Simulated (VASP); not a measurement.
# InSb (Pmmm) in VASP: further runs, part 2 of 2

VASP 6.6.1.

## Step 4: Single point, PBEsol (normal strain along x -0.0200, normal strain along z +0.0000)

Input file INCAR:

```
SYSTEM = InSb
PREC = Accurate
ENCUT = 500
EDIFF = 1E-6
ISMEAR = 0
SIGMA = 0.15
LREAL = .FALSE.
LASPH = .TRUE.
NELM = 120
ALGO = Normal
ISIF = 2
LWAVE = .FALSE.
LCHARG = .FALSE.
GGA = PS
NBANDS = 16
GGA_COMPAT = .FALSE.
```

Input file KPOINTS:

```
Automatic mesh
0
G
  14 14 8
  0 0 0
```

Input file POSCAR:

```
InSb
1.0
    2.9754649214      0.0000000000      0.0000000000
    0.0000000000      3.0361886953      0.0000000000
    0.0000000000      0.0000000000      6.0963559048
In Sb
1 1
Direct
    0.0000000000      0.0000000000      0.0000000000
    0.0000000000      0.0000000000      0.5000000000
```

Potentials or basis: VASP PAW PBE potentials, release 64 (In_d, Sb).

On the command line:

```bash
cat potpaw_PBE.64/In_d/POTCAR potpaw_PBE.64/Sb/POTCAR > POTCAR
mpirun -np 1 vasp_std > vasp.out
```

OUTCAR:

```text
SYSTEM = InSb
   PREC = Accurate
   ENCUT = 500
   EDIFF = 1E-6
   ISMEAR = 0
   LREAL = .FALSE.
   LASPH = .TRUE.
   NELM = 120
   ISIF = 2
   GGA = PS

 ion  position               nearest neighbor table
   1  0.000  0.000  0.000-   2 3.05   2 3.05
   2  0.000  0.000  0.500-   1 3.05   1 3.05

  LATTYP: Found a simple orthorhombic cell.
 ALAT       =     2.9754649214
 B/A-ratio  =     1.0204081633
 C/A-ratio  =     2.0488750719

  Lattice vectors:

 A1 = (   2.9754649214,   0.0000000000,   0.0000000000)
 A2 = (   0.0000000000,   3.0361886953,   0.0000000000)
[... 627 lines left out ...]
      5      -6.9537      2.00000
      6      -1.3087      2.00000
[... 8 lines left out ...]
     15      17.0249      0.00000
     16      18.7010      0.00000

 [... further k-points ...]
[... 5 lines left out ...]
  --------------------------------------------------------------------------------------
  -------------------------------------------------------------------------------------
  Total        0.7155148      0.3913041      0.1329959     -0.0000000      0.0000000      0.0000000
  in kB       20.8149473     11.3833747      3.8689655     -0.0000000      0.0000000      0.0000000
  external PRESSURE =      12.0224292 kB  Pullay stress =       0.0000000 kB

 VOLUME and BASIS-vectors are now :
 -----------------------------------------------------------------------------
  energy-cutoff  :      500.00
  volume of cell :       55.07
      direct lattice vectors                 reciprocal lattice vectors
     2.975464921  0.000000000  0.000000000     0.336081932  0.000000000  0.000000000
     0.000000000  3.036188695  0.000000000     0.000000000  0.329360294  0.000000000
     0.000000000  0.000000000  6.096355905     0.000000000  0.000000000  0.164032418

 POSITION                                       TOTAL-FORCE (eV/Angst)
 -----------------------------------------------------------------------------------
      0.00000      0.00000      0.00000         0.000000      0.000000      0.000000
      0.00000      0.00000      3.04818         0.000000      0.000000      0.000000
 -----------------------------------------------------------------------------------
    total drift:                                0.000000     -0.000000     -0.000000

  FREE ENERGIE OF THE ION-ELECTRON SYSTEM (eV)
  ---------------------------------------------------
  free  energy   TOTEN  =        -7.4214294569 eV

  energy  without entropy=       -7.4086484862  energy(sigma->0) =       -7.41503897
```

OSZICAR:

```text
N       E                     dE             d eps       ncg     rms          rms(c)
DAV:   1     0.108243391031E+03    0.10824E+03   -0.78605E+03 10288   0.115E+03
DAV:   2    -0.104956536965E+01   -0.10929E+03   -0.10597E+03 11704   0.287E+02
DAV:   3    -0.729444885616E+01   -0.62449E+01   -0.61983E+01 13120   0.685E+01
DAV:   4    -0.745625998850E+01   -0.16181E+00   -0.16176E+00 13200   0.120E+01
DAV:   5    -0.746368873046E+01   -0.74287E-02   -0.74286E-02 15000   0.209E+00    0.333E+00
DAV:   6    -0.742872830783E+01    0.34960E-01   -0.62442E-02 13408   0.435E+00    0.178E+00
DAV:   7    -0.742181190776E+01    0.69164E-02   -0.22178E-02 13344   0.218E+00    0.358E-01
DAV:   8    -0.742143542298E+01    0.37648E-03   -0.13556E-03 13536   0.457E-01    0.101E-01
DAV:   9    -0.742142588187E+01    0.95411E-05   -0.15813E-04 14184   0.180E-01    0.301E-02
DAV:  10    -0.742143000260E+01   -0.41207E-05   -0.69351E-06 13184   0.224E-02    0.641E-03
DAV:  11    -0.742142945689E+01    0.54572E-06   -0.81945E-07  8128   0.136E-02
   1 F= -.74214295E+01 E0= -.74150390E+01  d E =-.127810E-01
```

stdout:

```text
POSCAR found type information on POSCAR InSb
 POSCAR found :  2 types and       2 ions
 scaLAPACK will be used
 -----------------------------------------------------------------------------
|                                                                             |
|                                                                             |
|     You enforced a specific xc type in the INCAR file but a different       |
|     I HOPE YOU KNOW WHAT YOU ARE DOING!                                     |
|                                                                             |
 -----------------------------------------------------------------------------

 LDA part: xc-table for (Slater+PW92), standard interpolation
 POSCAR, INCAR and KPOINTS ok, starting setup
 FFT: planning ... GRIDC
 FFT: planning ... GRID_SOFT
 FFT: planning ... GRID
 WAVECAR not read
 entering main loop
```

Wall time 98 s (1 thread of Intel Xeon Platinum 8488C (Sapphire Rapids), shared host); peak memory 0.39 GiB.

What came out:

- Free energy: -7.4214 eV
- Pressure: 1.2 GPa
- Band gap on the k mesh: zero (bands 9 and 10 overlap by 6.03 eV)

Caveat: the cell differs from its parent crystal (normal strain along x -0.0200, normal strain along z +0.0000); the PAW data sets were made with another functional, which shifts forces and pressure a little; spin-orbit coupling is left out, which moves the levels of the heavy elements.

## Step 5: Single point, PBEsol (normal strain along x +0.0400, normal strain along z -0.0400)

Input file INCAR:

```
ALGO = Normal
EDIFF = 1E-6
ENCUT = 500
GGA = PS
GGA_COMPAT = F
ISIF = 2
ISMEAR = 0
LASPH = T
LCHARG = F
LREAL = F
LWAVE = F
NBANDS = 16
NELM = 120
PREC = Accurate
SIGMA = 0.15
```

Input file KPOINTS:

```
k-points
0
Gamma
  14 14 8
```

Input file POSCAR:

```
InSb
1.0
    3.1576362431      0.0000000000      0.0000000000
    0.0000000000      3.0361886953      0.0000000000
    0.0000000000      0.0000000000      5.8525016686
In Sb
1 1
Direct
    0.0000000000      0.0000000000      0.0000000000
    0.0000000000      0.0000000000      0.5000000000
```

On the command line:

```bash
cat potpaw_PBE.64/In_d/POTCAR potpaw_PBE.64/Sb/POTCAR > POTCAR
mpirun -np 1 vasp_std > vasp.out
```

Wall time 90 s (1 thread of Intel Xeon Platinum 8488C (Sapphire Rapids), shared host); peak memory 0.39 GiB.

It converged, with:

| Quantity | Value |
| --- | --- |
| Free energy | -7.3773 eV |
| Pressure | 0.4 GPa |
| Band gap on the k mesh | zero (bands 9 and 10 overlap by 5.19 eV) |

Stress tensor (GPa, compression positive):
```
-2.95  0.00  0.00
 0.00 -0.32  0.00
 0.00  0.00  4.45
```

Levels at points of the mesh, in eV from the Fermi level:
```tsv
k point	band 6	band 7	band 8	band 9	band 10	band 11	band 12	band 13
(0.00, 0.00, 0.00)	-11.73	-6.50	-4.84	3.31	4.44	6.68	7.34	8.26
(0.50, 0.00, 0.00)	-9.39	-5.12	-3.36	-2.83	-1.30	2.93	6.32	9.07
(0.00, 0.50, 0.00)	-8.86	-5.21	-2.79	-2.45	-1.32	3.06	5.59	9.51
(0.50, 0.50, 0.00)	-6.39	-3.30	-2.78	-0.57	0.79	0.95	1.40	2.57
(0.00, 0.00, 0.50)	-11.55	-8.35	-0.13	0.80	3.61	4.73	7.13	7.46
(0.50, 0.00, 0.50)	-9.32	-5.46	-4.68	-2.52	2.24	3.35	6.37	6.60
(0.00, 0.50, 0.50)	-8.80	-4.96	-4.80	-2.47	2.68	3.80	5.87	6.41
(0.50, 0.50, 0.50)	-6.40	-2.97	-2.43	-2.14	-0.06	0.32	2.97	4.47
```

Caveat: the cell differs from its parent crystal (normal strain along x +0.0400, normal strain along z -0.0400); the PAW data sets were made with another functional, which shifts forces and pressure a little; spin-orbit coupling is left out, which moves the levels of the heavy elements.

## Step 6: Overview

| cell | gap on the mesh (eV) | pressure (GPa) |
| --- | --- | --- |
| a = 2.915, b = 3.036, c = 6.218 Å, 2 atoms | none | 1.6 |
| a = 3.097, b = 3.036, c = 5.853 Å, 2 atoms | none | 1.3 |
| a = 2.975, b = 3.036, c = 6.096 Å, 2 atoms | none | 1.2 |
| a = 3.158, b = 3.036, c = 5.853 Å, 2 atoms | none | 0.4 |

Alike in all rows: task single point; level PBEsol; potentials or basis VASP PAW PBE potentials, release 64 (In_d, Sb); no spin polarisation; k mesh 14 × 14 × 8; cutoff (eV) 500; smearing gaussian 0.15 eV.

Caveats: the PAW data sets were made with another functional, which shifts forces and pressure a little; spin-orbit coupling is left out, which moves the levels of the heavy elements.

Absolute energies hang on the potentials; compare differences alone.
